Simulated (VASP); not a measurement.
# Ag (Fm-3m) in VASP: single point with PBE

Aim: the single point of Ag with PBE.

Everything below comes from runs of VASP 6.6.1. Logs are shortened: lines on timing, memory, paths and dates and some standing lists are left out, and cuts for length are marked.

## (1) The cell of the first run

It takes space group Fm-3m (No. 225, cubic). Conventional cell: a = 4.148 Å, b = 4.148 Å, c = 4.148 Å, α = 90.00°, β = 90.00°, γ = 90.00°. Ag (site symmetry m-3m) has 12 Ag at 2.93 Å within 3.9 Å.

## (2) Single point, PBE

INCAR

```
PREC = Accurate ; ENCUT = 520
EDIFF = 1E-6 ; ISMEAR = -1
SIGMA = 0.08 ; LREAL = False
LASPH = True ; NELM = 80
ALGO = Normal ; ISIF = 2
LWAVE = False ; LCHARG = True
GGA = PE ; LELF = True
LVHAR = True ; NBANDS = 18
```

KPOINTS

```
regular mesh
0
Gamma
  14 10 14
```

POSCAR

```
Ag
1.0
   -2.0742205998      2.0742205998      0.0000000000
    0.0000000000      0.0000000000      4.1484411997
    2.0742205998      2.0742205998      0.0000000000
Ag
2
Direct
    0.0000000000      0.0000000000      0.0000000000
    0.5000000000      0.5000000000      0.5000000000
```

Potentials or basis: VASP PAW PBE potentials, release 64 (Ag).

Command:

```sh
$ cat potpaw_PBE.64/Ag/POTCAR > POTCAR
$ mpirun -np 1 vasp_std > vasp.out
```

OUTCAR:

```text
PREC = Accurate
   ENCUT = 520
   EDIFF = 1E-6
   ISMEAR = -1
   LREAL = False
   LASPH = True
   NELM = 80
   ISIF = 2
   GGA = PE

 ion  position               nearest neighbor table
   1  0.000  0.000  0.000-   2 2.93   2 2.93   2 2.93   2 2.93   2 2.93   2 2.93   2 2.93   2 2.93

   2  0.500  0.500  0.500-   1 2.93   1 2.93   1 2.93   1 2.93   1 2.93   1 2.93   1 2.93   1 2.93

  LATTYP: Found a simple tetragonal cell.
 ALAT       =     2.9333909036
 C/A-ratio  =     1.4142135624

  Lattice vectors:

 A1 = (   2.0742205998,  -2.0742205998,   0.0000000000)
 A2 = (   2.0742205998,   2.0742205998,   0.0000000000)
 A3 = (   0.0000000000,   0.0000000000,   4.1484411997)

Analysis of symmetry for initial positions (statically):
=====================================================================
 Subroutine PRICEL returns following result:

  LATTYP: Found a face centered cubic cell.
 ALAT       =     4.1484411997

  Lattice vectors:

 A1 = (   2.0742205998,   0.0000000000,   2.0742205998)
 A2 = (   2.0742205998,   2.0742205998,   0.0000000000)
 A3 = (   0.0000000000,   2.0742205998,   2.0742205998)

   2 primitive cells build up your supercell.

 Routine SETGRP: Setting up the symmetry group for a
 simple tetragonal supercell.

 Subroutine GETGRP returns: Found 16 space group operations
 (whereof 16 operations were pure point group operations)
 out of a pool of 16 trial point group operations.

The static configuration has the point symmetry D_4h.

Analysis of symmetry for dynamics (positions and initial velocities):
=====================================================================
 Subroutine PRICEL returns following result:

  LATTYP: Found a face centered cubic cell.
 ALAT       =     4.1484411997

  Lattice vectors:

 A1 = (   2.0742205998,   0.0000000000,   2.0742205998)
 A2 = (   2.0742205998,   2.0742205998,   0.0000000000)
 A3 = (   0.0000000000,   2.0742205998,   2.0742205998)

   2 primitive cells build up your supercell.

 Routine SETGRP: Setting up the symmetry group for a
 simple tetragonal supercell.

 Subroutine GETGRP returns: Found 16 space group operations
 (whereof 16 operations were pure point group operations)
 out of a pool of 16 trial point group operations.

The dynamic configuration has the point symmetry D_4h.

 Subroutine INISYM returns: Found 16 space group operations
 (whereof 16 operations are pure point group operations),
 and found     2 'primitive' translations

----------------------------------------------------------------------------------------

                                     Primitive cell

  volume of cell :      17.8482

  direct lattice vectors                    reciprocal lattice vectors
     2.074220600  0.000000000  2.074220600     0.241054399 -0.241054399  0.241054399
     2.074220600  2.074220600  0.000000000     0.241054399  0.241054399 -0.241054399
     0.000000000  2.074220600  2.074220600    -0.241054399  0.241054399  0.241054399

  length of vectors
     2.933390904  2.933390904  2.933390904     0.417518466  0.417518466  0.417518466

  position of ions in fractional coordinates (direct lattice)
     0.000000000  0.000000000  0.000000000

  ion indices of the primitive-cell ions
   primitive index   ion index
                 1           1

----------------------------------------------------------------------------------------

 KPOINTS: regular mesh

Automatic generation of k-mesh.
 Grid dimensions read from file:
 generate k-points for:   14   10   14

 Generating k-lattice:

  Cartesian coordinates                     Fractional coordinates (reciprocal lattice)
    -0.017218171  0.017218171  0.000000000     0.071428571  0.000000000  0.000000000
     0.000000000  0.000000000  0.024105440     0.000000000  0.100000000  0.000000000
     0.017218171  0.017218171  0.000000000     0.000000000  0.000000000  0.071428571

  Length of vectors
     0.024350171  0.024105440  0.024350171

  Shift w.r.t. Gamma in fractional coordinates (k-lattice)
     0.000000000  0.000000000  0.000000000

 Subroutine IBZKPT returns following result:
 ===========================================

 Found    216 irreducible k-points:

 Following reciprocal coordinates:
            Coordinates               Weight
  0.000000  0.000000  0.000000      1.000000
  0.071429  0.000000  0.000000      4.000000
  0.142857  0.000000  0.000000      4.000000
  0.214286  0.000000  0.000000      4.000000
  0.285714  0.000000  0.000000      4.000000
  0.357143  0.000000  0.000000      4.000000
[... 16 lines left out ...]
  0.428571  0.200000  0.000000      8.000000
  0.500000  0.200000  0.000000      4.000000
 [... further k-points ...]
   k-points           NKPTS =    216   k-points in BZ     NKDIM =    216   number of bands    NBANDS=     18
   number of dos      NEDOS =    301   number of ions     NIONS =      2
   total plane-waves  NPLWV =  18432
   dimension x,y,z NGX =    24 NGY =   32 NGZ =   24
   dimension x,y,z NGXF=    48 NGYF=   64 NGZF=   48
   ions per type =               2
   NGX,Y,Z   is equivalent  to a cutoff of  13.60, 12.82, 13.60 a.u.
   NGXF,Y,Z  is equivalent  to a cutoff of  27.20, 25.65, 27.20 a.u.
 SYSTEM =  unknown system
   PREC   = accura    normal or accurate (medium, high low for compatibility)
   ISTART =      0    job   : 0-new  1-cont  2-samecut
   ICHARG =      2    charge: 1-file 2-atom 10-const
   ISPIN  =      1    spin polarized calculation?
   LNONCOLLINEAR =      F non collinear calculations
   LSORBIT =      F    spin-orbit coupling
   LASPH  =      T    aspherical Exc in radial PAW
   ENCUT  =  520.0 eV  38.22 Ry    6.18 a.u.   5.45  7.71  5.45*2*pi/ulx,y,z
   NELM   =     80;   NELMIN=  2; NELMDL= -5     # of ELM steps
   EDIFF  = 0.1E-05   stopping-criterion for ELM
   LREAL  =      F    real-space projection
   EDIFFG = 0.1E-04   stopping-criterion for IOM
   NSW    =      0    number of steps for IOM
   IBRION =     -1    ionic relax: 0-MD 1-quasi-New 2-CG
   NFREE  =      0    steps in history (QN), initial steepest desc. (CG)
   ISIF   =      2    stress and relaxation
   ISYM   =      2    0-nonsym 1-usesym 2-fastsym
   POTIM  = 0.5000    time-step for ionic-motion
   TEBEG  =    0.0;   TEEND  =   0.0 temperature during run
   PSTRESS=    0.0 pullay stress
   NELECT =      22.0000    total number of electrons
   NUPDOWN=      -1.0000    fix difference up-down
   EMIN   =  10.00;   EMAX   =-10.00  energy-range for DOS
   EFERMI =   0.00;   METHOD = LEGACY
   ISMEAR =    -1;   SIGMA  =   0.08  broadening in eV -4-tet -1-fermi 0-gaus
   EFERMI_NEDOS =   21; number of points for ismear=-14 and -15
   IALGO  =     38    algorithm
   IMIX   =      4    mixing-type and parameters
     AMIX     =   0.40;   BMIX     =  1.00
     AMIX_MAG =   1.60;   BMIX_MAG =  1.00
  volume/ion in A,a.u.               =      17.85       120.45
  Fermi-wavevector in a.u.,A,eV,Ry     =   1.393181  2.632730 26.408262  1.940952
  Thomas-Fermi vector in A             =   2.516852
   LORBIT       =      0    0 simple, 1 ext, 2 COOP (PROOUT), +10 PAW based schemes
   GGA     = PE    functional components
[... 5 lines left out ...]
 non-spin polarized calculation
  energy-cutoff  :      520.00
  volume of cell :       35.70
 maximum number of plane-waves:       999
 NGX is ok and might be reduce to    24
   NGX = 11   NGY = 15   NGZ = 11

 number of electron      22.0000013 magnetization

 Free energy of the ion-electron system (eV)
  ---------------------------------------------------
  ext. energy  EPLUGINS =         0.00000000
  ---------------------------------------------------
  free energy    TOTEN  =        -5.44136038 eV

  energy without entropy =       -5.42983345  energy(sigma->0) =       -5.43559691

 E-fermi :   7.8255     XC(G=0): -11.9389

 val. band max:        7.8102216843   @ k =   0.5000   0.0000   0.2143
 cond. band min:       7.8383451634   @ k =   0.5000   0.5000   0.0714
 fundamental gap:      0.0281234791
 Fermi energy:         7.8254662018

 k-point     1 :       0.0000    0.0000    0.0000
  band No.  band energies     occupation
      1       0.3728      2.00000
      2       1.6585      2.00000
      3       1.7831      2.00000
      4       3.1634      2.00000
      5       3.1634      2.00000
      6       3.1648      2.00000
[... 10 lines left out ...]
     17      24.4567      0.00000
     18      24.4761      0.00000

 k-point     2 :       0.0714    0.0000    0.0000
  band No.  band energies     occupation
      1       0.4756      2.00000
      2       1.7085      2.00000
      3       1.8336      2.00000
      4       3.1365      2.00000
      5       3.1879      2.00000
      6       3.2001      2.00000
[... 10 lines left out ...]
     17      24.4331      0.00000
     18      25.3851      0.00000

 k-point     3 :       0.1429    0.0000    0.0000
  band No.  band energies     occupation
      1       0.7737      2.00000
      2       1.8230      2.00000
      3       2.0064      2.00000
      4       3.0633      2.00000
      5       3.2602      2.00000
      6       3.2926      2.00000
[... 10 lines left out ...]
     17      24.3496      0.00000
     18      24.6223      0.00000

 k-point     4 :       0.2143    0.0000    0.0000
  band No.  band energies     occupation
      1       1.2322      2.00000
      2       1.9714      2.00000
      3       2.2913      2.00000
      4       2.9644      2.00000
      5       3.3764      2.00000
      6       3.3933      2.00000
[... 375 lines left out ...]
      4       3.2530      2.00000
      5       3.3698      2.00000
      6       3.6080      2.00000
[... 10 lines left out ...]
     17      22.8986      0.00000
     18      23.9537      0.00000

 k-point    23 :       0.4286    0.2000    0.0000
  band No.  band energies     occupation
      1       2.0313      2.00000
      2       2.2035      2.00000
      3       2.9130      2.00000
      4       3.1532      2.00000
      5       3.3889      2.00000
      6       3.5562      2.00000
[... 10 lines left out ...]
     17      23.7382      0.00000
     18      24.0001      0.00000

 k-point    24 :       0.5000    0.2000    0.0000
  band No.  band energies     occupation
      1       2.1174      2.00000
      2       2.1174      2.00000
      3       3.0282      2.00000
      4       3.0282      2.00000
      5       3.4466      2.00000
      6       3.4466      2.00000
[... 10 lines left out ...]
     17      24.2168      0.00000
     18      24.2168      0.00000

 [... further k-points ...]

------------------------ aborting loop because EDIFF is reached ----------------------------------------

  FORCE on cell =-STRESS in cart. coord.  units (eV):
  Direction    XX          YY          ZZ          XY          YZ          ZX
  --------------------------------------------------------------------------------------
  -------------------------------------------------------------------------------------
  Total       -0.0090720     -0.0090720     -0.0902041      0.0000000      0.0000000     -0.0000000
  in kB       -0.4071812     -0.4071812     -4.0486680      0.0000000      0.0000000     -0.0000000
  external PRESSURE =      -1.6210101 kB  Pullay stress =       0.0000000 kB

 VOLUME and BASIS-vectors are now :
 -----------------------------------------------------------------------------
  energy-cutoff  :      520.00
  volume of cell :       35.70
      direct lattice vectors                 reciprocal lattice vectors
    -2.074220600  2.074220600  0.000000000    -0.241054399  0.241054399  0.000000000
     0.000000000  0.000000000  4.148441200     0.000000000  0.000000000  0.241054399
     2.074220600  2.074220600  0.000000000     0.241054399  0.241054399  0.000000000

 POSITION                                       TOTAL-FORCE (eV/Angst)
 -----------------------------------------------------------------------------------
      0.00000      0.00000      0.00000         0.000000      0.000000      0.000000
      0.00000      2.07422      2.07422        -0.000000     -0.000000      0.000000
 -----------------------------------------------------------------------------------
    total drift:                               -0.000000     -0.000000      0.000000

  FREE ENERGIE OF THE ION-ELECTRON SYSTEM (eV)
  ---------------------------------------------------
  free  energy   TOTEN  =        -5.4413603789 eV

  energy  without entropy=       -5.4298334466  energy(sigma->0) =       -5.43559691
```

It took 36 s on 1 thread of Intel Xeon Platinum 8488C (Sapphire Rapids), shared host; peak memory 0.23 GiB.

What came out:

| Property | Result |
| --- | --- |
| Free energy | -5.4414 eV |
| Pressure | -0.2 GPa |
| Band gap on the k mesh | zero (band 11 reaches 13.60 eV, above the bottom of band 12 at 4.46 eV) |
